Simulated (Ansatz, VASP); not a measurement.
## NaSrBr3: VASP beside Ansatz

```
CELL_PARAMETERS angstrom
5.94821 0.00000 0.00000
0.00000 5.94821 0.00000
0.00000 0.00000 5.94821
ATOMIC_POSITIONS crystal
Na 0.00000 0.00000 0.00000
Sr 0.50000 0.50000 0.50000
Br 0.00000 0.50000 0.50000
Br 0.50000 0.00000 0.50000
Br 0.50000 0.50000 0.00000
```

Alike in both runs: task relaxation of cell and atoms; functional PBE; k mesh 4 × 4 × 4; occupations gaussian, width 0.02 eV; no spin polarisation.

|  | VASP | Ansatz |
| --- | --- | --- |
| version | VASP 6.6.1 | Ansatz 0.2.0 |
| potentials or method | VASP PAW PBE potentials, release 64 (Na_pv, Sr_sv, Br), cutoff 600 eV | scalar-relativistic, plane waves, PAW |
| valence electrons in the cell | 38 | 40 |

|  | VASP | Ansatz | Ansatz less VASP |
| --- | --- | --- | --- |
| gap on the k mesh at the Fermi level, each at its own relaxed structure (eV) | 2.96 | 2.96 | +0.003 |
| relaxed volume (Å³/atom) | 42.53 | 42.37 | -0.158 |
| relaxed cell length with the largest relative difference (Å) | 5.969 | 5.961 | -0.0074 |

VASP's potentials hold 38 valence electrons a cell and Ansatz's 40, so a difference there can come from the potentials and not from the codes.
